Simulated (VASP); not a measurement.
# NaH (Fm-3m) in VASP: further runs

The runs below take NaH through relaxation of cell and atoms, with PBEsol.

Program: VASP 6.6.1. These are calculated values, not measurements. Logs are shortened: lines on timing, memory, paths and dates and some standing lists are left out, and cuts for length are marked.

## Step 1: The cell of the first run

It takes space group Fm-3m (No. 225, cubic). The conventional cell has a = 4.791 Å, b = 4.791 Å, c = 4.791 Å, α = 90.00°, β = 90.00°, γ = 90.00°. Within 3.2 Å of Na (site symmetry m-3m) lie 6 H at 2.40 Å. Within 3.2 Å of H (site symmetry m-3m) lie 6 Na at 2.40 Å.

## Step 2: Relaxation of cell and atoms, PBEsol, target pressure 7 GPa, at which the enthalpy is minimised

Contents of INCAR:

```
PREC     = Accurate       # precision mode
ENCUT    = 600            # plane-wave cutoff, eV
EDIFF    = 1E-6           # SCF threshold, eV
ISMEAR   = 0              # smearing method
SIGMA    = 0.01           # smearing width, eV
LREAL    = False          # projectors in reciprocal space
LASPH    = True           # aspherical terms in the spheres
NELM     = 60             # most SCF steps
ALGO     = Normal         # electronic algorithm
ISIF     = 3              # what is computed and relaxed
LWAVE    = False          # write WAVECAR
LCHARG   = False          # write CHGCAR
GGA      = PS             # functional
IBRION   = 2              # ionic algorithm
NSW      = 100            # ionic steps
EDIFFG   = -0.002         # ionic threshold
PSTRESS  = 70.0
```

Contents of KPOINTS:

```
Automatic mesh
0
Gamma
  8 8 8
```

Contents of POSCAR:

```
NaH
1.0
    0.0000000000      2.3956745027      2.3956745027
    2.3956745027      0.0000000000      2.3956745027
    2.3956745027      2.3956745027      0.0000000000
Na H
1 1
Direct
    0.0000000000      0.0000000000      0.0000000000
    0.5000000000      0.5000000000      0.5000000000
```

Potentials or basis: VASP PAW PBE potentials, release 64 (Na_pv, H).

Started as:

```sh
cat potpaw_PBE.64/Na_pv/POTCAR potpaw_PBE.64/H/POTCAR > POTCAR
mpirun -np 1 vasp_std > vasp.out
```

OUTCAR:

```text
PREC = Accurate
   ENCUT = 600
   EDIFF = 1E-6
   ISMEAR = 0
   LREAL = False
   LASPH = True
   NELM = 60
   ISIF = 3
   GGA = PS
   IBRION = 2
   NSW = 100
   EDIFFG = -0.002
   PSTRESS = 70.0

 ion  position               nearest neighbor table
   1  0.000  0.000  0.000-
   2  0.500  0.500  0.500-

  LATTYP: Found a face centered cubic cell.
 ALAT       =     4.7913490054

  Lattice vectors:

 A1 = (   0.0000000000,   2.3956745027,   2.3956745027)
 A2 = (   2.3956745027,   0.0000000000,   2.3956745027)
 A3 = (   2.3956745027,   2.3956745027,   0.0000000000)

Analysis of symmetry for initial positions (statically):
=====================================================================
 Subroutine PRICEL returns:
 Original cell was already a primitive cell.

 Routine SETGRP: Setting up the symmetry group for a
 face centered cubic supercell.

 Subroutine GETGRP returns: Found 48 space group operations
 (whereof 48 operations were pure point group operations)
 out of a pool of 48 trial point group operations.

The static configuration has the point symmetry O_h .

Analysis of symmetry for dynamics (positions and initial velocities):
=====================================================================
 Subroutine PRICEL returns:
 Original cell was already a primitive cell.

 Routine SETGRP: Setting up the symmetry group for a
 face centered cubic supercell.

 Subroutine GETGRP returns: Found 48 space group operations
 (whereof 48 operations were pure point group operations)
 out of a pool of 48 trial point group operations.

The dynamic configuration has the point symmetry O_h .

 Subroutine INISYM returns: Found 48 space group operations
 (whereof 48 operations are pure point group operations),
 and found     1 'primitive' translations

----------------------------------------------------------------------------------------

                                     Primitive cell

  volume of cell :      27.4988

  direct lattice vectors                    reciprocal lattice vectors
     0.000000000  2.395674503  2.395674503    -0.208709488  0.208709488  0.208709488
     2.395674503  0.000000000  2.395674503     0.208709488 -0.208709488  0.208709488
     2.395674503  2.395674503  0.000000000     0.208709488  0.208709488 -0.208709488

  length of vectors
     3.387995373  3.387995373  3.387995373     0.361495438  0.361495438  0.361495438

  position of ions in fractional coordinates (direct lattice)
     0.000000000  0.000000000  0.000000000
     0.500000000  0.500000000  0.500000000

  ion indices of the primitive-cell ions
   primitive index   ion index
                 1           1
                 2           2

----------------------------------------------------------------------------------------

 KPOINTS: Automatic mesh

Automatic generation of k-mesh.
 Grid dimensions read from file:
 generate k-points for:    8    8    8

 Generating k-lattice:

  Cartesian coordinates                     Fractional coordinates (reciprocal lattice)
    -0.026088686  0.026088686  0.026088686     0.125000000  0.000000000  0.000000000
     0.026088686 -0.026088686  0.026088686     0.000000000  0.125000000  0.000000000
     0.026088686  0.026088686 -0.026088686     0.000000000  0.000000000  0.125000000

  Length of vectors
     0.045186930  0.045186930  0.045186930

  Shift w.r.t. Gamma in fractional coordinates (k-lattice)
     0.000000000  0.000000000  0.000000000

 Subroutine IBZKPT returns following result:
 ===========================================

 Found     29 irreducible k-points:

 Following reciprocal coordinates:
            Coordinates               Weight
  0.000000  0.000000  0.000000      1.000000
  0.125000  0.000000  0.000000      8.000000
  0.250000  0.000000  0.000000      8.000000
  0.375000  0.000000  0.000000      8.000000
  0.500000  0.000000  0.000000      4.000000
  0.125000  0.125000  0.000000      6.000000
[... 16 lines left out ...]
  0.500000  0.250000  0.125000     48.000000
 -0.375000  0.250000  0.125000     24.000000
 [... further k-points ...]
   k-points           NKPTS =     29   k-points in BZ     NKDIM =     29   number of bands    NBANDS=      8
   number of dos      NEDOS =    301   number of ions     NIONS =      2
   total plane-waves  NPLWV =  21952
   dimension x,y,z NGX =    28 NGY =   28 NGZ =   28
   dimension x,y,z NGXF=    56 NGYF=   56 NGZF=   56
   ions per type =               1   1
   NGX,Y,Z   is equivalent  to a cutoff of  13.74, 13.74, 13.74 a.u.
   NGXF,Y,Z  is equivalent  to a cutoff of  27.48, 27.48, 27.48 a.u.
 SYSTEM =  unknown system
   PREC   = accura    normal or accurate (medium, high low for compatibility)
   ISTART =      0    job   : 0-new  1-cont  2-samecut
   ICHARG =      2    charge: 1-file 2-atom 10-const
   ISPIN  =      1    spin polarized calculation?
   LNONCOLLINEAR =      F non collinear calculations
   LSORBIT =      F    spin-orbit coupling
   LASPH  =      T    aspherical Exc in radial PAW
   ENCUT  =  600.0 eV  44.10 Ry    6.64 a.u.   6.77  6.77  6.77*2*pi/ulx,y,z
   NELM   =     60;   NELMIN=  2; NELMDL= -5     # of ELM steps
   EDIFF  = 0.1E-05   stopping-criterion for ELM
   LREAL  =      F    real-space projection
   EDIFFG = -.2E-02   stopping-criterion for IOM
   NSW    =    100    number of steps for IOM
   IBRION =      2    ionic relax: 0-MD 1-quasi-New 2-CG
   NFREE  =      1    steps in history (QN), initial steepest desc. (CG)
   ISIF   =      3    stress and relaxation
   ISYM   =      2    0-nonsym 1-usesym 2-fastsym
   POTIM  = 0.5000    time-step for ionic-motion
   TEBEG  =    0.0;   TEEND  =   0.0 temperature during run
   PSTRESS=   70.0 pullay stress
   NELECT =       8.0000    total number of electrons
   NUPDOWN=      -1.0000    fix difference up-down
   EMIN   =  10.00;   EMAX   =-10.00  energy-range for DOS
   EFERMI =   0.00;   METHOD = LEGACY
   ISMEAR =     0;   SIGMA  =   0.01  broadening in eV -4-tet -1-fermi 0-gaus
   EFERMI_NEDOS =   21; number of points for ismear=-14 and -15
   IALGO  =     38    algorithm
   IMIX   =      4    mixing-type and parameters
     AMIX     =   0.40;   BMIX     =  1.00
     AMIX_MAG =   1.60;   BMIX_MAG =  1.00
  volume/ion in A,a.u.               =      13.75        92.79
  Fermi-wavevector in a.u.,A,eV,Ry     =   1.084760  2.049899 16.010035  1.176704
  Thomas-Fermi vector in A             =   2.220858
   LORBIT       =      0    0 simple, 1 ext, 2 COOP (PROOUT), +10 PAW based schemes
   GGA     = PS    functional components
   LHFCALC =     F    Hartree Fock is set to
   AEXX    =    0.0000 exact exchange contribution
   IVDW    =     0    specifies the selected vdW correction
   LEPSILON=     F    determine dielectric tensor
   LRPA    =     F    only Hartree local field effects (RPA)
 conjugate gradient relaxation of ions
 non-spin polarized calculation
 Gauss-broadening in eV      SIGMA  =   0.01
  energy-cutoff  :      600.00
  volume of cell :       27.50
 maximum number of plane-waves:       941
   NGX = 13   NGY = 13   NGZ = 13

--------------------------------------- Ionic step        1  -------------------------------------------

 number of electron       7.9999992 magnetization

 Free energy of the ion-electron system (eV)
  ---------------------------------------------------
  ext. energy  EPLUGINS =         0.00000000
  ---------------------------------------------------
  free energy    TOTEN  =        -5.08620875 eV

  energy without entropy =       -5.08620875  energy(sigma->0) =       -5.08620875

------------------------ aborting loop because EDIFF is reached ----------------------------------------

  FORCE on cell =-STRESS in cart. coord.  units (eV):
  Direction    XX          YY          ZZ          XY          YZ          ZX
  --------------------------------------------------------------------------------------
  -------------------------------------------------------------------------------------
  Total        0.0021589      0.0021589      0.0021589     -0.0000000     -0.0000000     -0.0000000
  in kB        0.1257850      0.1257850      0.1257850     -0.0000000     -0.0000000     -0.0000000
  external PRESSURE =     -69.8742150 kB  Pullay stress =      70.0000000 kB
[... 93 lines left out ...]
  FREE ENERGIE OF THE ION-ELECTRON SYSTEM (eV)
  ---------------------------------------------------
  free  energy   TOTEN  =        -5.0178389289 eV

  energy  without entropy=       -5.0178389289  energy(sigma->0) =       -5.01783893

  enthalpy is  TOTEN    =        -4.0062171180 eV   P V=        1.0116218110

[... ionic steps 4 to 14 ...]

--------------------------------------- Ionic step       15  -------------------------------------------

 number of electron       8.0000002 magnetization

------------------------ aborting loop because EDIFF is reached ----------------------------------------

  FORCE on cell =-STRESS in cart. coord.  units (eV):
  Direction    XX          YY          ZZ          XY          YZ          ZX
  --------------------------------------------------------------------------------------
  -------------------------------------------------------------------------------------
  Total        0.9745545      0.9745545      0.9745545     -0.0000000     -0.0000000      0.0000000
  in kB       69.1409623     69.1409623     69.1409623     -0.0000000     -0.0000000      0.0000000
  external PRESSURE =      -0.8590377 kB  Pullay stress =      70.0000000 kB
[... 61 lines left out ...]
  enthalpy is  TOTEN    =        -4.0086452757 eV   P V=        0.9860654320

--------------------------------------- Ionic step       17  -------------------------------------------

 number of electron       8.0000002 magnetization

 Free energy of the ion-electron system (eV)
  ---------------------------------------------------
  ext. energy  EPLUGINS =         0.00000000
  ---------------------------------------------------
  free energy    TOTEN  =        -4.99352249 eV

  energy without entropy =       -4.99352249  energy(sigma->0) =       -4.99352249

 E-fermi :  -0.2191     XC(G=0):  -8.6946

 val. band max:       -0.2775848965   @ k =  -0.2500   0.5000   0.2500
 cond. band min:       3.6511671249   @ k =   0.5000   0.0000   0.0000
 fundamental gap:      3.9287520214
 Fermi energy:        -0.2190739116

 k-point     1 :       0.0000    0.0000    0.0000
  band No.  band energies     occupation
      1     -21.9403      2.00000
      2     -21.9403      2.00000
      3     -21.9403      2.00000
      4      -4.6823      2.00000
      5      12.2802      0.00000
      6      16.8515      0.00000
      7      16.8515      0.00000
      8      16.8515      0.00000
[... 243 lines left out ...]
 k-point    24 :      -0.3750    0.2500    0.1250
  band No.  band energies     occupation
      1     -22.1117      2.00000
      2     -22.0129      2.00000
      3     -21.9789      2.00000
      4      -0.8456      2.00000
      5       4.5508      0.00000
      6       8.2540      0.00000
      7      12.1218      0.00000
      8      16.7974      0.00000

 [... further k-points ...]
[... 5 lines left out ...]
  --------------------------------------------------------------------------------------
  -------------------------------------------------------------------------------------
  Total        0.9869026      0.9869026      0.9869026      0.0000000     -0.0000000     -0.0000000
  in kB       70.1443626     70.1443626     70.1443626      0.0000000     -0.0000000     -0.0000000
  external PRESSURE =       0.1443626 kB  Pullay stress =      70.0000000 kB
[... 17 lines left out ...]
  FREE ENERGIE OF THE ION-ELECTRON SYSTEM (eV)
  ---------------------------------------------------
  free  energy   TOTEN  =        -4.9935224940 eV

  energy  without entropy=       -4.9935224940  energy(sigma->0) =       -4.99352249

  enthalpy is  TOTEN    =        -4.0086510269 eV   P V=        0.9848714671

 reached required accuracy - stopping structural energy minimisation
```

Run time: 54 s. Hardware: 1 thread of Intel Xeon Platinum 8175M at 2.50GHz (Skylake/Cascade Lake), shared host; peak memory 0.15 GiB.

What came out:

- Free energy: -4.9935 eV
- Relaxed volume: 11.27 Å³/atom
- Relaxed cell: a = 3.171 Å, b = 3.171 Å, c = 3.171 Å, α = 60.00°, β = 60.00°, γ = 60.00°
- Space group after relaxing (to 0.05 Å): Fm-3m (No. 225)
- Energy change on relaxing (the enthalpy is what falls): +46.3 meV/atom
- Ionic steps: 17
- Pressure after relaxing: 7.0 GPa
- Band gap on the k mesh: 3.93 eV, indirect (least direct gap 4.92 eV)

The path:
```
step  energy change (eV)  largest force (eV/Å)  pressure (GPa)  volume (Å³)
   1              0.0000                0.0000            0.01        27.50
   2              0.0172                0.0000            2.58        25.18
   3              0.0684                0.0000            5.80        23.15
   4              0.0942                0.0000            7.08        22.51
   5              0.0901                0.0000            6.81        22.60
   6              0.0902                0.0000            6.85        22.60
   7              0.0903                0.0000            6.84        22.60
   8              0.0903                0.0000            6.89        22.60
   9              0.0903                0.0000            6.88        22.60
  10              0.0903                0.0000            6.88        22.60
  11              0.0904                0.0000            6.88        22.60
  12              0.0904                0.0000            6.87        22.59
  13              0.0905                0.0000            6.87        22.59
  14              0.0906                0.0000            6.86        22.59
  15              0.0909                0.0000            6.91        22.58
  16              0.0915                0.0000            6.95        22.57
  17              0.0927                0.0000            7.01        22.54
```

Final structure:
```xyz
2
Lattice="0.0000 2.2421 2.2421 2.2421 0.0000 2.2421 2.2421 2.2421 0.0000" Properties=species:S:1:pos:R:3 pbc="T T T"
Na    0.0000    0.0000    0.0000
H     2.2421    2.2421    2.2421
```

Levels at points of the mesh, in eV from the valence-band top:
```tsv
k point	band 1	band 2	band 3	band 4	band 5	band 6	band 7	band 8
(0.00, 0.00, 0.00)	-21.66	-21.66	-21.66	-4.40	12.56	17.13	17.13	17.13
(0.50, 0.00, 0.00)	-21.87	-21.69	-21.69	-1.00	3.93	12.27	14.67	14.67
(0.50, 0.50, 0.00)	-21.84	-21.73	-21.73	-0.25	4.88	10.60	11.98	11.98
```

Caveat: the cell is relaxed towards a set pressure, so the enthalpy falls and the energy may rise; the volume moved by over 15 % at a fixed basis, so the end points are rough; the PAW data sets were made with another functional, which shifts forces and pressure a little. PBEsol gaps usually lie below the measured ones, often by a third to a half.

## Step 3: Relaxation of cell and atoms, PBEsol, target pressure 10 GPa, at which the enthalpy is minimised

Contents of INCAR:

```
SYSTEM = NaH
PREC = Accurate ; ENCUT = 600
EDIFF = 1E-7 ; ISMEAR = 0
SIGMA = 0.01 ; LREAL = .FALSE.
LASPH = .TRUE. ; NELM = 100
ALGO = Normal ; ISIF = 3
LWAVE = .FALSE. ; LCHARG = .FALSE.
GGA = PS ; IBRION = 2
NSW = 100 ; EDIFFG = -0.002
PSTRESS = 100.0
```

Contents of KPOINTS:

```
Automatic mesh
0
G
  8 8 8
  0 0 0
```

POSCAR is that of step 2.

Potentials or basis: VASP PAW PBE potentials, release 64 (Na_pv, H).

Started as:

```sh
cat potpaw_PBE.64/Na_pv/POTCAR potpaw_PBE.64/H/POTCAR > POTCAR
mpirun -np 1 vasp_std > vasp.out
```

Run time: 62 s. Hardware: 1 thread of Intel Xeon Platinum 8175M at 2.50GHz (Skylake/Cascade Lake), shared host; peak memory 0.15 GiB.

The run converged. Its results:

```
Free energy                                            : -4.9290 eV
Relaxed volume                                         : 10.66 Å³/atom
Relaxed cell                                           : a = 3.112 Å, b = 3.112 Å, c = 3.112 Å, α = 60.00°, β = 60.00°, γ = 60.00°
Space group after relaxing (to 0.05 Å)                 : Fm-3m (No. 225)
Energy change on relaxing (the enthalpy is what falls) : +78.6 meV/atom
Ionic steps                                            : 17
Pressure after relaxing                                : 10.0 GPa
Band gap on the k mesh                                 : 4.03 eV, indirect (least direct gap 5.04 eV)
```

The path:
```csv
step,energy change (eV),largest force (eV/Å),pressure (GPa),volume (Å³)
1,0.0000,0.0000,0.03,27.50
2,0.0361,0.0000,3.89,24.23
3,0.1254,0.0000,8.62,21.87
4,0.1590,0.0000,10.06,21.29
5,0.1520,0.0000,9.73,21.40
6,0.1521,0.0000,9.73,21.40
7,0.1523,0.0000,9.76,21.39
8,0.1523,0.0000,9.76,21.39
9,0.1523,0.0000,9.76,21.39
10,0.1523,0.0000,9.75,21.39
11,0.1524,0.0000,9.75,21.39
12,0.1525,0.0000,9.75,21.39
13,0.1526,0.0000,9.77,21.39
14,0.1529,0.0000,9.79,21.38
15,0.1535,0.0000,9.82,21.37
16,0.1548,0.0000,9.88,21.35
17,0.1572,0.0000,10.00,21.31
```

Final structure:
```
CELL_PARAMETERS angstrom
0.00000 2.20063 2.20063
2.20063 0.00000 2.20063
2.20063 2.20063 0.00000
ATOMIC_POSITIONS crystal
Na 0.00000 0.00000 0.00000
H 0.50000 0.50000 0.50000
```

Levels at points of the mesh, in eV from the valence-band top:
```
           k point  band 1  band 2  band 3  band 4  band 5  band 6  band 7  band 8
(0.00, 0.00, 0.00)  -21.59  -21.59  -21.59   -4.58   13.15   17.59   17.59   17.59
(0.50, 0.00, 0.00)  -21.84  -21.62  -21.62   -1.01    4.03   12.71   15.05   15.05
(0.50, 0.50, 0.00)  -21.81  -21.67  -21.67   -0.27    5.02   10.82   12.39   12.39
```

Caveat: the cell is relaxed towards a set pressure, so the enthalpy falls and the energy may rise; the volume moved by over 15 % at a fixed basis, so the end points are rough; the PAW data sets were made with another functional, which shifts forces and pressure a little. A hybrid or GW would open this gap; PBEsol tends to underestimate it.
